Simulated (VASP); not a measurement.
Runs of VASP 6.6.1 on Sn3Se. The structure is that of space group Fm-3m (No. 225), or close to it. The cells are those of the table. 

```tsv
cell	gap on the mesh (eV)	pressure (GPa)
a = 5.349 Å, angles 60.0°, 4 atoms	none	-2.3
a = 5.417 Å, angles 60.0°, 4 atoms	none	-3.6
a = 5.279 Å, angles 60.0°, 4 atoms	none	(a)
a = 5.208 Å, angles 60.0°, 4 atoms	none	(b)
a = 5.135 Å, angles 60.0°, 4 atoms	none	4.4
a = 5.059 Å, angles 60.0°, 4 atoms	none	7.9
```

Alike in all rows: task single point; level r2SCAN; potentials or basis VASP PAW PBE potentials, release 64 (Sn_d, Se); no spin polarisation; k mesh 6 × 6 × 6; cutoff (eV) 520; smearing fermi-dirac 0.3 eV.

Problem. Estimate the missing entries.

Solution. (a) -0.5; (b) 1.6.

Caveats: the PAW data sets were made with another functional, which shifts forces and pressure a little; spin-orbit coupling is left out, which moves the levels of the heavy elements.

A k mesh can miss the band edges, and the runs leave out spin-orbit coupling on Se, Sn.

A gap of «none» marks levels without a gap at the run's occupations.
